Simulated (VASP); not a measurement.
# BN (P6_3mc) in VASP: a series of runs

The runs below take BN through single point, with PBE.

All numbers are computed with VASP 6.6.1; they aren't measurements. Logs are shortened: lines on timing, memory, paths and dates and some standing lists are left out, and cuts for length are marked.

**1. The cell of the first run**

Symmetry: P6_3mc, No. 186, hexagonal system. The conventional cell has a = 2.468 Å, b = 2.468 Å, c = 4.082 Å, α = 90.00°, β = 90.00°, γ = 120.00°. Within 2.0 Å of B (site symmetry 3m) lie 4 N at 1.51 to 1.53 Å. Within 2.0 Å of N (site symmetry 3m) lie 4 B at 1.51 to 1.53 Å.

**2. Single point, PBE (strain -3.0%)**

Contents of INCAR:

```
SYSTEM = BN
PREC = Accurate
ENCUT = 520
EDIFF = 1E-6
ISMEAR = -1
SIGMA = 0.02
LREAL = .FALSE.
LASPH = .TRUE.
NELM = 80
ALGO = Normal
ISIF = 2
LWAVE = .FALSE.
LCHARG = .TRUE.
GGA = PE
LELF = .TRUE.
LVHAR = .TRUE.
NBANDS = 16
```

Contents of KPOINTS:

```
regular mesh
0
G
  12 12 6
  0 0 0
```

Contents of POSCAR:

```
BN
1.0
    2.4676315026      0.0000000000      0.0000000000
   -1.2338157513      2.1370315684      0.0000000000
    0.0000000000      0.0000000000      4.0815808783
B N
2 2
Direct
    0.3333333333      0.6666666667      0.0005226469
    0.6666666667      0.3333333333      0.5005226469
    0.3333333333      0.6666666667      0.3744773531
    0.6666666667      0.3333333333      0.8744773531
```

Potentials or basis: VASP PAW PBE potentials, release 64 (B, N).

On the command line:

```sh
$ cat potpaw_PBE.64/B/POTCAR potpaw_PBE.64/N/POTCAR > POTCAR
$ mpirun -np 1 vasp_std > vasp.out
```

OUTCAR:

```text
SYSTEM = BN
   PREC = Accurate
   ENCUT = 520
   EDIFF = 1E-6
   ISMEAR = -1
   LREAL = .FALSE.
   LASPH = .TRUE.
   NELM = 80
   ISIF = 2
   GGA = PE

 ion  position               nearest neighbor table
   1  0.333  0.667  0.001-   4 1.51   4 1.51   4 1.51   3 1.53
   2  0.667  0.333  0.501-   3 1.51   3 1.51   3 1.51   4 1.53
   3  0.333  0.667  0.374-   2 1.51   2 1.51   2 1.51   1 1.53
   4  0.667  0.333  0.874-   1 1.51   1 1.51   1 1.51   2 1.53

  LATTYP: Found a hexagonal cell.
 ALAT       =     2.4676315026
 C/A-ratio  =     1.6540479703

  Lattice vectors:

 A1 = (   2.4676315026,   0.0000000000,   0.0000000000)
 A2 = (  -1.2338157513,   2.1370315684,   0.0000000000)
 A3 = (   0.0000000000,   0.0000000000,   4.0815808783)

Analysis of symmetry for initial positions (statically):
=====================================================================
 Subroutine PRICEL returns:
 Original cell was already a primitive cell.

 Routine SETGRP: Setting up the symmetry group for a
 hexagonal supercell.

 Subroutine GETGRP returns: Found 12 space group operations
 (whereof  6 operations were pure point group operations)
 out of a pool of 24 trial point group operations.

The static configuration has the point symmetry C_3v.
 The point group associated with its full space group is C_6v.

Analysis of symmetry for dynamics (positions and initial velocities):
=====================================================================
 Subroutine PRICEL returns:
 Original cell was already a primitive cell.

 Routine SETGRP: Setting up the symmetry group for a
 hexagonal supercell.

 Subroutine GETGRP returns: Found 12 space group operations
 (whereof  6 operations were pure point group operations)
 out of a pool of 24 trial point group operations.

The dynamic configuration has the point symmetry C_3v.
 The point group associated with its full space group is C_6v.

 Subroutine INISYM returns: Found 12 space group operations
 (whereof  6 operations are pure point group operations),
 and found     1 'primitive' translations

----------------------------------------------------------------------------------------

                                     Primitive cell

  volume of cell :      21.5238

  direct lattice vectors                    reciprocal lattice vectors
     2.467631503  0.000000000  0.000000000     0.405246893  0.233969403  0.000000000
    -1.233815751  2.137031568  0.000000000     0.000000000  0.467938806  0.000000000
     0.000000000  0.000000000  4.081580878     0.000000000  0.000000000  0.245003108

  length of vectors
     2.467631503  2.467631503  4.081580878     0.467938806  0.467938806  0.245003108

  position of ions in fractional coordinates (direct lattice)
     0.333333333  0.666666667  0.000522647
     0.666666667  0.333333333  0.500522647
     0.333333333  0.666666667  0.374477353
     0.666666667  0.333333333  0.874477353

  ion indices of the primitive-cell ions
   primitive index   ion index
                 1           1
                 2           2
                 3           3
                 4           4

----------------------------------------------------------------------------------------

 KPOINTS: regular mesh

Automatic generation of k-mesh.
 Grid dimensions read from file:
 generate k-points for:   12   12    6

 Generating k-lattice:

  Cartesian coordinates                     Fractional coordinates (reciprocal lattice)
     0.033770574  0.019497450  0.000000000     0.083333333  0.000000000  0.000000000
     0.000000000  0.038994900  0.000000000     0.000000000  0.083333333  0.000000000
     0.000000000  0.000000000  0.040833851     0.000000000  0.000000000  0.166666667

  Length of vectors
     0.038994900  0.038994900  0.040833851

  Shift w.r.t. Gamma in fractional coordinates (k-lattice)
     0.000000000  0.000000000  0.000000000

 Subroutine IBZKPT returns following result:
 ===========================================

 Found     76 irreducible k-points:

 Following reciprocal coordinates:
            Coordinates               Weight
  0.000000  0.000000  0.000000      1.000000
  0.083333  0.000000  0.000000      6.000000
  0.166667 -0.000000  0.000000      6.000000
  0.250000  0.000000  0.000000      6.000000
  0.333333  0.000000  0.000000      6.000000
  0.416667  0.000000  0.000000      6.000000
[... 16 lines left out ...]
  0.250000  0.000000  0.166667     12.000000
  0.333333  0.000000  0.166667     12.000000
 [... further k-points ...]
   k-points           NKPTS =     76   k-points in BZ     NKDIM =     76   number of bands    NBANDS=     16
   number of dos      NEDOS =    301   number of ions     NIONS =      4
   total plane-waves  NPLWV =   9720
   dimension x,y,z NGX =    18 NGY =   18 NGZ =   30
   dimension x,y,z NGXF=    36 NGYF=   36 NGZF=   60
   ions per type =               2   2
   NGX,Y,Z   is equivalent  to a cutoff of  12.13, 12.13, 12.22 a.u.
   NGXF,Y,Z  is equivalent  to a cutoff of  24.25, 24.25, 24.44 a.u.
 SYSTEM =  BN
   PREC   = accura    normal or accurate (medium, high low for compatibility)
   ISTART =      0    job   : 0-new  1-cont  2-samecut
   ICHARG =      2    charge: 1-file 2-atom 10-const
   ISPIN  =      1    spin polarized calculation?
   LNONCOLLINEAR =      F non collinear calculations
   LSORBIT =      F    spin-orbit coupling
   LASPH  =      T    aspherical Exc in radial PAW
   ENCUT  =  520.0 eV  38.22 Ry    6.18 a.u.   4.59  4.59  7.59*2*pi/ulx,y,z
   NELM   =     80;   NELMIN=  2; NELMDL= -5     # of ELM steps
   EDIFF  = 0.1E-05   stopping-criterion for ELM
   LREAL  =      F    real-space projection
   EDIFFG = 0.1E-04   stopping-criterion for IOM
   NSW    =      0    number of steps for IOM
   IBRION =     -1    ionic relax: 0-MD 1-quasi-New 2-CG
   NFREE  =      0    steps in history (QN), initial steepest desc. (CG)
   ISIF   =      2    stress and relaxation
   ISYM   =      2    0-nonsym 1-usesym 2-fastsym
   POTIM  = 0.5000    time-step for ionic-motion
   TEBEG  =    0.0;   TEEND  =   0.0 temperature during run
   PSTRESS=    0.0 pullay stress
   NELECT =      16.0000    total number of electrons
   NUPDOWN=      -1.0000    fix difference up-down
   EMIN   =  10.00;   EMAX   =-10.00  energy-range for DOS
   EFERMI =   0.00;   METHOD = LEGACY
   ISMEAR =    -1;   SIGMA  =   0.02  broadening in eV -4-tet -1-fermi 0-gaus
   EFERMI_NEDOS =   21; number of points for ismear=-14 and -15
   IALGO  =     38    algorithm
   IMIX   =      4    mixing-type and parameters
     AMIX     =   0.40;   BMIX     =  1.00
     AMIX_MAG =   1.60;   BMIX_MAG =  1.00
  volume/ion in A,a.u.               =       5.38        36.31
  Fermi-wavevector in a.u.,A,eV,Ry     =   1.483002  2.802467 29.923206  2.199294
  Thomas-Fermi vector in A             =   2.596717
   LORBIT       =      0    0 simple, 1 ext, 2 COOP (PROOUT), +10 PAW based schemes
   GGA     = PE    functional components
   LHFCALC =     F    Hartree Fock is set to
   AEXX    =    0.0000 exact exchange contribution
   IVDW    =     0    specifies the selected vdW correction
   LEPSILON=     F    determine dielectric tensor
   LRPA    =     F    only Hartree local field effects (RPA)
 non-spin polarized calculation
  energy-cutoff  :      520.00
  volume of cell :       21.52
 maximum number of plane-waves:       596
   NGX =  9   NGY =  9   NGZ = 15

 number of electron      15.9999997 magnetization

 Free energy of the ion-electron system (eV)
  ---------------------------------------------------
  ext. energy  EPLUGINS =         0.00000000
  ---------------------------------------------------
  free energy    TOTEN  =       -34.50796399 eV

  energy without entropy =      -34.50796399  energy(sigma->0) =      -34.50796399

 E-fermi :   9.1438     XC(G=0): -13.2789

 val. band max:        8.7879113360   @ k =   0.0000   0.0000   0.0000
 cond. band min:      13.7670525990   @ k =   0.3333   0.3333   0.0000
 fundamental gap:      4.9791412630
 Fermi energy:         9.1438450930

 k-point     1 :       0.0000    0.0000    0.0000
  band No.  band energies     occupation
      1     -12.7551      2.00000
      2      -8.1515      2.00000
      3      -3.0748      2.00000
      4       6.4458      2.00000
      5       6.4458      2.00000
      6       8.4417      2.00000
[... 8 lines left out ...]
     15      21.4044      0.00000
     16      26.2273      0.00000

 k-point     2 :       0.0833    0.0000    0.0000
  band No.  band energies     occupation
      1     -12.5923      2.00000
      2      -8.0240      2.00000
      3      -2.9155      2.00000
      4       5.7121      2.00000
      5       6.1308      2.00000
      6       8.1828      2.00000
[... 8 lines left out ...]
     15      21.8972      0.00000
     16      25.9335      0.00000

 k-point     3 :       0.1667   -0.0000    0.0000
  band No.  band energies     occupation
      1     -12.1084      2.00000
      2      -7.6576      2.00000
      3      -2.4433      2.00000
      4       3.9372      2.00000
      5       5.3967      2.00000
      6       6.7027      2.00000
[... 8 lines left out ...]
     15      23.1788      0.00000
     16      25.0214      0.00000

 k-point     4 :       0.2500    0.0000    0.0000
  band No.  band energies     occupation
      1     -11.3189      2.00000
      2      -7.1176      2.00000
      3      -1.6817      2.00000
      4       1.8235      2.00000
      5       4.5811      2.00000
      6       4.8253      2.00000
[... 8 lines left out ...]
     15      24.8384      0.00000
     16      25.4402      0.00000
[... 324 lines left out ...]
 k-point    22 :       0.1667   -0.0000    0.1667
  band No.  band energies     occupation
      1     -11.9326      2.00000
      2      -8.2815      2.00000
      3      -1.5347      2.00000
      4       4.0917      2.00000
      5       5.5409      2.00000
      6       6.2319      2.00000
[... 8 lines left out ...]
     15      23.0502      0.00000
     16      25.1877      0.00000

 k-point    23 :       0.2500    0.0000    0.1667
  band No.  band energies     occupation
      1     -11.1479      2.00000
      2      -7.6753      2.00000
      3      -0.9242      2.00000
      4       2.0481      2.00000
      5       4.3512      2.00000
      6       4.7331      2.00000
[... 8 lines left out ...]
     15      24.4591      0.00000
     16      25.5915      0.00000

 k-point    24 :       0.3333    0.0000    0.1667
  band No.  band energies     occupation
      1     -10.1009      2.00000
      2      -7.0131      2.00000
      3      -0.7614      2.00000
      4       0.8065      2.00000
      5       2.4246      2.00000
      6       4.0550      2.00000
[... 8 lines left out ...]
     15      26.0147      0.00000
     16      26.5391      0.00000

 [... further k-points ...]

------------------------ aborting loop because EDIFF is reached ----------------------------------------

  FORCE on cell =-STRESS in cart. coord.  units (eV):
  Direction    XX          YY          ZZ          XY          YZ          ZX
  --------------------------------------------------------------------------------------
  -------------------------------------------------------------------------------------
  Total        6.2969087      6.2969087      6.4035238      0.0000000      0.0000000     -0.0000000
  in kB      468.7252253    468.7252253    476.6613730      0.0000000      0.0000000     -0.0000000
  external PRESSURE =     471.3706079 kB  Pullay stress =       0.0000000 kB

 VOLUME and BASIS-vectors are now :
 -----------------------------------------------------------------------------
  energy-cutoff  :      520.00
  volume of cell :       21.52
      direct lattice vectors                 reciprocal lattice vectors
     2.467631503  0.000000000  0.000000000     0.405246893  0.233969403  0.000000000
    -1.233815751  2.137031568  0.000000000     0.000000000  0.467938806  0.000000000
     0.000000000  0.000000000  4.081580878     0.000000000  0.000000000  0.245003108

 POSITION                                       TOTAL-FORCE (eV/Angst)
 -----------------------------------------------------------------------------------
     -0.00000      1.42469      0.00213        -0.000000     -0.000000      0.009294
      1.23382      0.71234      2.04292         0.000000      0.000000      0.009294
     -0.00000      1.42469      1.52846         0.000000      0.000000     -0.009294
      1.23382      0.71234      3.56925        -0.000000      0.000000     -0.009294
 -----------------------------------------------------------------------------------
    total drift:                                0.000000      0.000000     -0.000529

  FREE ENERGIE OF THE ION-ELECTRON SYSTEM (eV)
  ---------------------------------------------------
  free  energy   TOTEN  =       -34.5079639913 eV

  energy  without entropy=      -34.5079639913  energy(sigma->0) =      -34.50796399
```

Run time: 24 s. Hardware: 1 thread of Intel Xeon 8259CL, shared host; peak memory 0.14 GiB.

What came out:

```yaml
Free_energy: -34.5080 eV
Pressure: 47.1 GPa
Largest_force: 0.009 eV/Å
Band_gap_on_the_k_mesh: 4.98 eV (least direct gap 8.71 eV)
```

Forces in eV/Å, atoms in the order of the input:
```
B    0.000  0.000  0.009
B    0.000  0.000  0.009
N    0.000  0.000 -0.009
N    0.000  0.000 -0.009
```

Caveat: the cell differs from its parent crystal (strain -3.0%); the cell stands under pressure. A k mesh can miss the band edges.

**3. Single point, PBE (uniaxial z strain +4.0%)**

Contents of INCAR:

```
ALGO     = Normal         # electronic algorithm
EDIFF    = 1E-6           # SCF threshold, eV
ENCUT    = 520            # plane-wave cutoff, eV
GGA      = PE             # functional
ISIF     = 2              # what is computed and relaxed
ISMEAR   = -1             # smearing method
LASPH    = True           # aspherical terms in the spheres
LCHARG   = True           # write CHGCAR
LELF     = True           # ELF
LREAL    = False          # projectors in reciprocal space
LVHAR    = True         
LWAVE    = False          # write WAVECAR
NBANDS   = 16             # bands
NELM     = 100            # most SCF steps
PREC     = Accurate       # precision mode
SIGMA    = 0.02           # smearing width, eV
```

Contents of KPOINTS:

```
k-points
0
Gamma
  12 12 6
```

Contents of POSCAR:

```
BN
1.0
    2.5439500026      0.0000000000      0.0000000000
   -1.2719750013      2.2031253282      0.0000000000
    0.0000000000      0.0000000000      4.3761279520
B N
2 2
Direct
    0.3333333333      0.6666666667     -0.0009744033
    0.6666666667      0.3333333333      0.4990255967
    0.3333333333      0.6666666667      0.3759744033
    0.6666666667      0.3333333333      0.8759744033
```

Potentials or basis: VASP PAW PBE potentials, release 64 (B, N).

On the command line:

```sh
$ cat potpaw_PBE.64/B/POTCAR potpaw_PBE.64/N/POTCAR > POTCAR
$ mpirun -np 1 vasp_std > vasp.out
```

It took 32 s on 1 thread of Intel Xeon 8259CL, shared host; peak memory 0.15 GiB.

The run converged. Its results:

- Free energy: -34.7454 eV
- Pressure: -8.4 GPa
- Largest force: 0.069 eV/Å
- Band gap on the k mesh: 5.27 eV (least direct gap 7.08 eV)

Forces in eV/Å, atoms in the order of the input:
```
B    0.000  0.000  0.069
B    0.000  0.000  0.069
N    0.000  0.000 -0.069
N    0.000  0.000 -0.069
```

Stress tensor (GPa, compression positive):
```
  2.77   0.00   0.00
  0.00   2.77   0.00
  0.00   0.00 -30.66
```

Levels at points of the mesh, in eV from the valence-band top:
| k point | band 5 | band 6 | band 7 | band 8 | band 9 | band 10 | band 11 | band 12 |
| --- | --- | --- | --- | --- | --- | --- | --- | --- |
| (0.00, 0.00, 0.00) | -1.75 | -0.27 | 0.00 | 0.00 | 7.08 | 8.64 | 8.64 | 9.88 |
| (0.50, 0.00, 0.00) | -6.53 | -4.59 | -4.04 | -2.20 | 6.98 | 7.65 | 10.86 | 11.00 |
| (0.00, 0.00, 0.50) | -0.96 | -0.96 | -0.96 | -0.96 | 9.67 | 9.67 | 10.01 | 10.01 |
| (0.50, 0.00, 0.50) | -3.55 | -3.55 | -3.53 | -3.53 | 6.31 | 6.31 | 9.65 | 9.65 |

Caveat: the cell differs from its parent crystal (uniaxial z strain +4.0%); the cell stands under tension. A k mesh can miss the band edges.
